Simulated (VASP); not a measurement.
# GaGe: single point with PBEsol

GaGe:

```
Ge Ga
1.0
     0.00000    2.95468    2.95468
     2.95468    0.00000    2.95468
     2.95468    2.95468    0.00000
Ge Ga
1 1
Direct
  0.00000 0.00000 0.00000
  0.25000 0.25000 0.25000
```

This cell differs from its parent crystal: volume scaled by 1.06.

```yaml
Program: VASP 6.6.1
Task: single point
Functional: PBEsol
Potentials_or_basis: VASP PAW PBE potentials, release 64 (Ge_d, Ga_d)
Cutoff: 520 eV
k_mesh: 8 × 8 × 8
Occupations: fermi-dirac, width 0.05 eV
Spin: no spin polarisation
```

* Pressure: -4.7 GPa

Levels at points of the mesh, in eV from the Fermi level:
| k point | band 10 | band 11 | band 12 | band 13 | band 14 | band 15 | band 16 | band 17 | band 18 | band 19 |
| --- | --- | --- | --- | --- | --- | --- | --- | --- | --- | --- |
| (0.00, 0.00, 0.00) | -14.23 | -10.24 | 1.48 | 1.58 | 1.58 | 1.58 | 4.23 | 4.23 | 4.23 | 7.29 |
| (0.50, 0.00, 0.00) | -14.23 | -8.42 | -5.21 | 0.36 | 0.36 | 1.76 | 5.19 | 5.19 | 7.94 | 10.82 |
| (0.50, 0.50, 0.00) | -14.23 | -7.44 | -5.69 | -1.17 | -1.17 | 2.24 | 2.32 | 10.46 | 10.46 | 11.54 |

Wall time 9.3 s on 1 thread of Intel(R) Xeon(R) 6975P-C (Granite Rapids), with other jobs on the host, peak memory 0.18 GiB.

Caveat: the PAW data sets were made with another functional, which shifts forces and pressure a little.
